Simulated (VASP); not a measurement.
# Mo in VASP: further runs, part 2 of 2

VASP 6.6.1. Earlier steps stand in the parts before.

## Step 3: Single point, PBEsol (the cell strained at random)

INCAR

```
PREC     = Accurate       # precision mode
ENCUT    = 520            # plane-wave cutoff, eV
EDIFF    = 1E-7           # SCF threshold, eV
ISMEAR   = -1             # smearing method
SIGMA    = 0.05           # smearing width, eV
LREAL    = F              # projectors in reciprocal space
LASPH    = T              # aspherical terms in the spheres
NELM     = 80             # most SCF steps
ALGO     = Fast           # electronic algorithm
ISIF     = 2              # what is computed and relaxed
LWAVE    = F              # write WAVECAR
LCHARG   = F              # write CHGCAR
GGA      = PS             # functional
NBANDS   = 13             # bands
```

KPOINTS

```
regular mesh
0
Gamma
  12 12 12
```

POSCAR

```
Mo
1.0
   -1.5943890000      1.5912960000      1.5845360000
    1.6123860000     -1.5430600000      1.5542960000
    1.6065880000      1.5552580000     -1.5362990000
Mo
1
Direct
   -0.0048930000     -0.0285050000     -0.0279780000
```

Potentials or basis: VASP PAW PBE potentials, release 64 (Mo_sv).

Started as:

```
> cat potpaw_PBE.64/Mo_sv/POTCAR > POTCAR
> mpirun -np 1 vasp_std > vasp.out
```

OUTCAR:

```text
PREC = Accurate
   ENCUT = 520
   EDIFF = 1E-7
   ISMEAR = -1
   LREAL = F
   LASPH = T
   NELM = 80
   ISIF = 2
   GGA = PS

 ion  position               nearest neighbor table
   1  0.995  0.971  0.972-

  LATTYP: Found a triclinic cell.
 ALAT       =     2.7129627837
 B/A-ratio  =     1.6130813238
 C/A-ratio  =     1.0280313660
 COS(alpha) =     0.0004862213
 COS(beta)  =     0.3491603603
 COS(gamma) =     0.8050038492

  Lattice vectors:

[... 558 lines left out ...]
      4     -22.4040      2.00000
      5       7.7572      2.00000
      6       9.0309      2.00000
      7      11.2131      2.00000
      8      13.8113      0.00000
      9      14.9848      0.00000
     10      17.7887      0.00000
     11      23.6830      0.00000
     12      25.5150      0.00000
     13      28.6121      0.00000

 [... further k-points ...]
[... 5 lines left out ...]
  --------------------------------------------------------------------------------------
  -------------------------------------------------------------------------------------
  Total       -1.4042631     -0.6661333     -0.5771051     -0.0799303     -0.3067905     -0.1210896
  in kB     -141.5763382    -67.1588584    -58.1831331     -8.0584869    -30.9302965    -12.2081292
  external PRESSURE =     -88.9727766 kB  Pullay stress =       0.0000000 kB

 VOLUME and BASIS-vectors are now :
 -----------------------------------------------------------------------------
  energy-cutoff  :      520.00
  volume of cell :       15.89
      direct lattice vectors                 reciprocal lattice vectors
    -1.594389000  1.591296000  1.584536000    -0.002940527  0.313008856  0.313796541
     1.612386000 -1.543060000  1.554296000     0.308909115 -0.006055912  0.316911729
     1.606588000  1.555258000 -1.536299000     0.309494982  0.316709912 -0.006641579

 POSITION                                       TOTAL-FORCE (eV/Angst)
 -----------------------------------------------------------------------------------
      1.54148      1.59618      1.59346         0.000000      0.000000     -0.000000
 -----------------------------------------------------------------------------------
    total drift:                               -0.000012     -0.000006     -0.000006

  FREE ENERGIE OF THE ION-ELECTRON SYSTEM (eV)
  ---------------------------------------------------
  free  energy   TOTEN  =       -11.7667049589 eV

  energy  without entropy=      -11.7642219901  energy(sigma->0) =      -11.76546347
```

OSZICAR:

```text
N       E                     dE             d eps       ncg     rms          rms(c)
DAV:   1     0.878369174986E+02    0.87837E+02   -0.80759E+03 22767   0.110E+03
DAV:   2    -0.114103900126E+02   -0.99247E+02   -0.95528E+02 25728   0.310E+02
DAV:   3    -0.125417481581E+02   -0.11314E+01   -0.11286E+01 25648   0.327E+01
DAV:   4    -0.125443580049E+02   -0.26098E-02   -0.26098E-02 25023   0.190E+00
DAV:   5    -0.125443753097E+02   -0.17305E-04   -0.17306E-04 25938   0.136E-01    0.153E+01
RMM:   6    -0.118636876300E+02    0.68069E+00   -0.79895E-01 22629   0.820E+00    0.423E+00
RMM:   7    -0.117717536583E+02    0.91934E-01   -0.21347E-01 23173   0.413E+00    0.118E+00
RMM:   8    -0.117668101369E+02    0.49435E-02   -0.10160E-02 25400   0.113E+00    0.967E-02
RMM:   9    -0.117667071882E+02    0.10295E-03   -0.10696E-03 25429   0.336E-01    0.623E-02
RMM:  10    -0.117667058427E+02    0.13454E-05   -0.14720E-04 26157   0.134E-01    0.102E-02
RMM:  11    -0.117667045062E+02    0.13365E-05   -0.20749E-05 26049   0.465E-02    0.236E-03
RMM:  12    -0.117667049741E+02   -0.46786E-06   -0.48247E-06 25671   0.209E-02    0.191E-03
RMM:  13    -0.117667048035E+02    0.17056E-06   -0.87598E-07 20610   0.831E-03    0.144E-03
RMM:  14    -0.117667049959E+02   -0.19235E-06   -0.22218E-07 16585   0.453E-03    0.341E-04
RMM:  15    -0.117667049589E+02    0.36924E-07   -0.21660E-08 13693   0.133E-03
   1 F= -.11766705E+02 E0= -.11765463E+02  d E =-.248297E-02
```

stdout:

```text
POSCAR found type information on POSCAR Mo
 POSCAR found :  1 types and       1 ions
 scaLAPACK will be used
 -----------------------------------------------------------------------------
|                                                                             |
|                                                                             |
|     You enforced a specific xc type in the INCAR file but a different       |
|     I HOPE YOU KNOW WHAT YOU ARE DOING!                                     |
|                                                                             |
 -----------------------------------------------------------------------------

 LDA part: xc-table for (Slater+PW92), standard interpolation
 POSCAR, INCAR and KPOINTS ok, starting setup
 FFT: planning ... GRIDC
 FFT: planning ... GRID_SOFT
 FFT: planning ... GRID
 WAVECAR not read
 entering main loop
WARNING in EDDRMM: call to ZHEGV failed, returncode =   8  4     13
WARNING in EDDRMM: call to ZHEGV failed, returncode =   8  4     13
```

Run time: 2.7 min. Hardware: 1 thread of AMD EPYC 7R43 (Zen 3), shared host; peak memory 0.22 GiB.

What came out:

| Property | Result |
| --- | --- |
| Free energy | -11.7667 eV |
| Pressure | -8.9 GPa |
| Band gap on the k mesh | zero (band 7 reaches 15.81 eV, above the bottom of band 8 at 11.07 eV) |

Stress tensor (GPa, compression positive):
```
-14.16  -0.81  -1.22
 -0.81  -6.72  -3.09
 -1.22  -3.09  -5.82
```

Levels at points of the mesh, in eV from the Fermi level:
```
           k point  band 4  band 5  band 6  band 7  band 8  band 9  band 10  band 11
(0.00, 0.00, 0.00)  -34.43   -7.18   -1.62   -1.24   -1.02    1.50     1.86    14.52
(0.50, 0.00, 0.00)  -34.47   -5.21   -3.55    1.47    2.07    2.61     4.58    11.22
(0.00, 0.50, 0.00)  -34.46   -5.19   -3.24    1.45    1.60    2.38     4.61    11.24
(0.50, 0.50, 0.00)  -34.47   -5.20   -3.16    1.49    1.58    2.24     4.72    11.43
(0.00, 0.00, 0.50)  -34.46   -5.19   -3.20    1.46    1.55    2.32     4.62    11.27
(0.50, 0.00, 0.50)  -34.48   -5.21   -3.18    1.49    1.63    2.24     4.74    11.50
(0.00, 0.50, 0.50)  -34.52   -5.25   -3.41    1.78    1.97    2.22     4.92    11.65
(0.50, 0.50, 0.50)  -35.30   -5.33   -5.26    3.66    3.96    4.27     8.51     8.98
```

Caveat: the cell differs from its parent crystal (the cell strained at random); the PAW data sets were made with another functional, which shifts forces and pressure a little.

## Step 4: Single point, PBE

This run uses another cell than the first one, of 15.89 Å³/atom, 0.943 times its volume.

INCAR

```
SYSTEM = Mo
PREC = Accurate
ENCUT = 520
EDIFF = 1E-6
ISMEAR = 0
SIGMA = 0.013000000000000001
LREAL = .False.
LASPH = .True.
NELM = 80
ALGO = Normal
ISIF = 2
LWAVE = .False.
LCHARG = .True.
GGA = PE
LELF = .True.
LVHAR = .True.
NBANDS = 13
```

KPOINTS

```
Automatic mesh
0
Gamma
  12 12 12
  0 0 0
```

POSCAR

```
Mo
1.0
   -1.5838089719      1.5838089719      1.5838089719
    1.5838089719     -1.5838089719      1.5838089719
    1.5838089719      1.5838089719     -1.5838089719
Mo
1
Direct
    0.0000000000      0.0000000000      0.0000000000
```

Started as:

```
> cat potpaw_PBE.64/Mo_sv/POTCAR > POTCAR
> mpirun -np 1 vasp_std > vasp.out
```

It took 13 s on 1 thread of Intel Xeon Platinum 8259CL at 2.50GHz (Skylake/Cascade Lake), shared host; peak memory 0.13 GiB.

It converged, with:

* Free energy: -10.9498 eV
* Pressure: -1.4 GPa
* Band gap on the k mesh: zero (band 7 reaches 16.22 eV, above the bottom of band 8 at 11.00 eV)

Levels at points of the mesh, in eV from the Fermi level:
```tsv
k point	band 4	band 5	band 6	band 7	band 8	band 9	band 10	band 11
(0.00, 0.00, 0.00)	-34.53	-7.13	-1.28	-1.28	-1.28	1.69	1.69	14.86
(0.50, 0.00, 0.00)	-34.54	-5.17	-3.27	1.62	1.71	2.32	4.68	11.45
(0.50, 0.50, 0.50)	-35.44	-5.26	-5.26	3.94	3.94	3.94	8.99	8.99
```

## Step 5: The runs side by side

| level | cell | smearing | gap on the mesh (eV) | pressure (GPa) |
| --- | --- | --- | --- | --- |
| PBEsol | a = 2.797 Å, angles 109.5°, 1 atom | fermi-dirac 0.05 eV | none | -21.6 |
| PBEsol | a = 2.754, b = 2.720, c = 2.713 Å, angles 107.3, 109.7, 110.0°, 1 atom | fermi-dirac 0.05 eV | none | -8.9 |
| PBE | a = 2.743 Å, angles 109.5°, 1 atom | gaussian 0.013 eV | none | -1.4 |

Alike in all rows: task single point; potentials or basis VASP PAW PBE potentials, release 64 (Mo_sv); no spin polarisation; k mesh 12 × 12 × 12; cutoff (eV) 520.

Caveats: the PAW data sets were made with another functional, which shifts forces and pressure a little (some runs).

Total energies depend on the potentials used, so only differences within one code and one set of settings carry meaning.
